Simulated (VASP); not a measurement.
# ZnO (CsCl type) (Pm-3m) in VASP: further runs

ZnO (CsCl type) is run at these levels: PBE; tasks: single point.

All numbers are computed with VASP 6.6.1; they aren't measurements. Logs are shortened: lines on timing, memory, paths and dates and some standing lists are left out, and cuts for length are marked.

**1. The cell of the first run**

Symmetry: Pm-3m, No. 221, cubic system. The conventional cell has a = 2.633 Å, b = 2.633 Å, c = 2.633 Å, α = 90.00°, β = 90.00°, γ = 90.00°. Zn (site symmetry m-3m) has 8 O at 2.28 Å and 6 Zn at 2.63 Å within 3.0 Å. O (site symmetry m-3m) has 8 Zn at 2.28 Å and 6 O at 2.63 Å within 3.0 Å.

**2. Single point, PBE (volume scaled by 0.94)**

Input file INCAR:

```
ALGO     = Normal         # electronic algorithm
EDIFF    = 1E-7           # SCF threshold, eV
ENCUT    = 520            # plane-wave cutoff, eV
GGA      = PE             # functional
ISIF     = 2              # what is computed and relaxed
ISMEAR   = -1             # smearing method
LASPH    = T              # aspherical terms in the spheres
LCHARG   = F              # write CHGCAR
LREAL    = F              # projectors in reciprocal space
LWAVE    = F              # write WAVECAR
NBANDS   = 16             # bands
NELM     = 80             # most SCF steps
PREC     = Accurate       # precision mode
SIGMA    = 0.05           # smearing width, eV
```

Input file KPOINTS:

```
k-points
0
Gamma
  15 15 15
```

Input file POSCAR:

```
ZnO
1.0
    2.6332999969      0.0000000000      0.0000000000
    0.0000000000      2.6332999969      0.0000000000
    0.0000000000      0.0000000000      2.6332999969
Zn O
1 1
Direct
    0.0000000000      0.0000000000      0.0000000000
    0.5000000000      0.5000000000      0.5000000000
```

Potentials or basis: VASP PAW PBE potentials, release 64 (Zn, O).

The run is started by

```sh
> cat potpaw_PBE.64/Zn/POTCAR potpaw_PBE.64/O/POTCAR > POTCAR
> mpirun -np 1 vasp_std > vasp.out
```

OUTCAR:

```text
EDIFF = 1E-7
   ENCUT = 520
   GGA = PE
   ISIF = 2
   ISMEAR = -1
   LASPH = T
   LREAL = F
   NELM = 80
   PREC = Accurate

 ion  position               nearest neighbor table
   1  0.000  0.000  0.000-   2 2.28   2 2.28   2 2.28   2 2.28   2 2.28   2 2.28   2 2.28   2 2.28

   2  0.500  0.500  0.500-   1 2.28   1 2.28   1 2.28   1 2.28   1 2.28   1 2.28   1 2.28   1 2.28

  LATTYP: Found a simple cubic cell.
 ALAT       =     2.6332999969

  Lattice vectors:

 A1 = (   2.6332999969,   0.0000000000,   0.0000000000)
 A2 = (   0.0000000000,   2.6332999969,   0.0000000000)
 A3 = (   0.0000000000,   0.0000000000,   2.6332999969)

Analysis of symmetry for initial positions (statically):
=====================================================================
 Subroutine PRICEL returns:
 Original cell was already a primitive cell.

 Routine SETGRP: Setting up the symmetry group for a
 simple cubic supercell.

 Subroutine GETGRP returns: Found 48 space group operations
 (whereof 48 operations were pure point group operations)
 out of a pool of 48 trial point group operations.

The static configuration has the point symmetry O_h .

Analysis of symmetry for dynamics (positions and initial velocities):
=====================================================================
 Subroutine PRICEL returns:
 Original cell was already a primitive cell.

 Routine SETGRP: Setting up the symmetry group for a
 simple cubic supercell.

 Subroutine GETGRP returns: Found 48 space group operations
 (whereof 48 operations were pure point group operations)
 out of a pool of 48 trial point group operations.

The dynamic configuration has the point symmetry O_h .

 Subroutine INISYM returns: Found 48 space group operations
 (whereof 48 operations are pure point group operations),
 and found     1 'primitive' translations

----------------------------------------------------------------------------------------

                                     Primitive cell
[... 75 lines left out ...]
   total plane-waves  NPLWV =   8000
   dimension x,y,z NGX =    20 NGY =   20 NGZ =   20
   dimension x,y,z NGXF=    40 NGYF=   40 NGZF=   40
   ions per type =               1   1
   NGX,Y,Z   is equivalent  to a cutoff of  12.63, 12.63, 12.63 a.u.
   NGXF,Y,Z  is equivalent  to a cutoff of  25.25, 25.25, 25.25 a.u.
 SYSTEM =  unknown system
   PREC   = accura    normal or accurate (medium, high low for compatibility)
   ISTART =      0    job   : 0-new  1-cont  2-samecut
   ICHARG =      2    charge: 1-file 2-atom 10-const
   ISPIN  =      1    spin polarized calculation?
   LNONCOLLINEAR =      F non collinear calculations
   LSORBIT =      F    spin-orbit coupling
   LASPH  =      T    aspherical Exc in radial PAW
   ENCUT  =  520.0 eV  38.22 Ry    6.18 a.u.   4.90  4.90  4.90*2*pi/ulx,y,z
   NELM   =     80;   NELMIN=  2; NELMDL= -5     # of ELM steps
   EDIFF  = 0.1E-06   stopping-criterion for ELM
   LREAL  =      F    real-space projection
   EDIFFG = 0.1E-05   stopping-criterion for IOM
   NSW    =      0    number of steps for IOM
   IBRION =     -1    ionic relax: 0-MD 1-quasi-New 2-CG
   NFREE  =      0    steps in history (QN), initial steepest desc. (CG)
   ISIF   =      2    stress and relaxation
   ISYM   =      2    0-nonsym 1-usesym 2-fastsym
   POTIM  = 0.5000    time-step for ionic-motion
   TEBEG  =    0.0;   TEEND  =   0.0 temperature during run
   PSTRESS=    0.0 pullay stress
   NELECT =      18.0000    total number of electrons
   NUPDOWN=      -1.0000    fix difference up-down
   EMIN   =  10.00;   EMAX   =-10.00  energy-range for DOS
   EFERMI =   0.00;   METHOD = LEGACY
   ISMEAR =    -1;   SIGMA  =   0.05  broadening in eV -4-tet -1-fermi 0-gaus
   EFERMI_NEDOS =   21; number of points for ismear=-14 and -15
   IALGO  =     38    algorithm
   IMIX   =      4    mixing-type and parameters
     AMIX     =   0.40;   BMIX     =  1.00
     AMIX_MAG =   1.60;   BMIX_MAG =  1.00
  volume/ion in A,a.u.               =       9.13        61.61
  Fermi-wavevector in a.u.,A,eV,Ry     =   1.629291  3.078914 36.117879  2.654589
  Thomas-Fermi vector in A             =   2.721781
   LORBIT       =      0    0 simple, 1 ext, 2 COOP (PROOUT), +10 PAW based schemes
   GGA     = PE    functional components
   LHFCALC =     F    Hartree Fock is set to
   AEXX    =    0.0000 exact exchange contribution
   IVDW    =     0    specifies the selected vdW correction
   LEPSILON=     F    determine dielectric tensor
   LRPA    =     F    only Hartree local field effects (RPA)
 non-spin polarized calculation
  energy-cutoff  :      520.00
  volume of cell :       18.26
 maximum number of plane-waves:       501
 NGX is ok and might be reduce to    20
   NGX =  9   NGY =  9   NGZ =  9

 number of electron      18.0000011 magnetization

 Free energy of the ion-electron system (eV)
  ---------------------------------------------------
  ext. energy  EPLUGINS =         0.00000000
  ---------------------------------------------------
  free energy    TOTEN  =        -7.44668435 eV

  energy without entropy =       -7.44608105  energy(sigma->0) =       -7.44638270

 E-fermi :   3.8787     XC(G=0): -12.8578

 val. band max:        3.7150977619   @ k =   0.4667   0.0000   0.0000
 cond. band min:       3.9136837463   @ k =   0.0667   0.0000   0.0000
 fundamental gap:      0.1985859844
 Fermi energy:         3.8786841234

 k-point     1 :       0.0000    0.0000    0.0000
  band No.  band energies     occupation
      1     -15.2544      2.00000
      2      -2.8637      2.00000
      3      -2.8637      2.00000
      4      -1.6279      2.00000
      5      -1.6279      2.00000
      6      -1.6279      2.00000
[... 433 lines left out ...]
      3      -2.5939      2.00000
      4      -2.2357      2.00000
      5      -2.0821      2.00000
      6      -1.7366      2.00000
[... 8 lines left out ...]
     15      27.3980      0.00000
     16      29.8518      0.00000

 [... further k-points ...]
[... 5 lines left out ...]
  --------------------------------------------------------------------------------------
  -------------------------------------------------------------------------------------
  Total        1.4002966      1.4002966      1.4002966     -0.0000000     -0.0000000      0.0000000
  in kB      122.8654014    122.8654014    122.8654014     -0.0000000     -0.0000000      0.0000000
  external PRESSURE =     122.8654014 kB  Pullay stress =       0.0000000 kB

 VOLUME and BASIS-vectors are now :
 -----------------------------------------------------------------------------
  energy-cutoff  :      520.00
  volume of cell :       18.26
      direct lattice vectors                 reciprocal lattice vectors
     2.633299997  0.000000000  0.000000000     0.379751643  0.000000000  0.000000000
     0.000000000  2.633299997  0.000000000     0.000000000  0.379751643  0.000000000
     0.000000000  0.000000000  2.633299997     0.000000000  0.000000000  0.379751643

 POSITION                                       TOTAL-FORCE (eV/Angst)
 -----------------------------------------------------------------------------------
      0.00000      0.00000      0.00000         0.000000      0.000000      0.000000
      1.31665      1.31665      1.31665         0.000000      0.000000      0.000000
 -----------------------------------------------------------------------------------
    total drift:                                0.000000      0.000000      0.000000

  FREE ENERGIE OF THE ION-ELECTRON SYSTEM (eV)
  ---------------------------------------------------
  free  energy   TOTEN  =        -7.4466843468 eV

  energy  without entropy=       -7.4460810534  energy(sigma->0) =       -7.44638270
```

stdout:

```text
POSCAR found type information on POSCAR ZnO
 POSCAR found :  2 types and       2 ions
 scaLAPACK will be used
 LDA part: xc-table for (Slater+PW92), standard interpolation
 POSCAR, INCAR and KPOINTS ok, starting setup
 FFT: planning ... GRIDC
 FFT: planning ... GRID_SOFT
 FFT: planning ... GRID
 WAVECAR not read
 entering main loop
```

Run time: 37 s. Hardware: 1 thread of Intel Xeon 8259CL, shared host; peak memory 0.15 GiB.

Results:

| Item | Value |
| --- | --- |
| Free energy | -7.4467 eV |
| Pressure | 12.3 GPa |
| Band gap on the k mesh | zero (band 9 reaches 3.72 eV, above the bottom of band 10 at 3.21 eV) |

**3. Single point, PBE (volume scaled by 0.94)**

Input file INCAR:

```
SYSTEM = ZnO
PREC = Accurate ; ENCUT = 520
EDIFF = 1E-6 ; ISMEAR = -1
SIGMA = 0.05 ; LREAL = .FALSE.
LASPH = .TRUE. ; NELM = 100
ALGO = Normal ; ISIF = 2
LWAVE = .FALSE. ; LCHARG = .FALSE.
GGA = PE ; NBANDS = 16
```

Input file KPOINTS:

```
Automatic mesh
0
G
  15 15 15
  0 0 0
```

POSCAR is that of step 2.

Potentials or basis: VASP PAW PBE potentials, release 64 (Zn, O).

The run is started by

```sh
> cat potpaw_PBE.64/Zn/POTCAR potpaw_PBE.64/O/POTCAR > POTCAR
> mpirun -np 1 vasp_std > vasp.out
```

Run time: 43 s. Hardware: 1 thread of Intel Xeon 8259CL, shared host; peak memory 0.15 GiB.

Results (log left out):

| Item | Value |
| --- | --- |
| Free energy | -7.4467 eV |
| Pressure | 12.2 GPa |
| Band gap on the k mesh | zero (band 9 reaches 3.72 eV, above the bottom of band 10 at 3.21 eV) |

Levels at points of the mesh, in eV from the Fermi level:
| k point | band 6 | band 7 | band 8 | band 9 | band 10 | band 11 | band 12 | band 13 |
| --- | --- | --- | --- | --- | --- | --- | --- | --- |
| (0.00, 0.00, 0.00) | -5.51 | -1.49 | -1.49 | -1.49 | -0.67 | 14.28 | 14.28 | 18.05 |
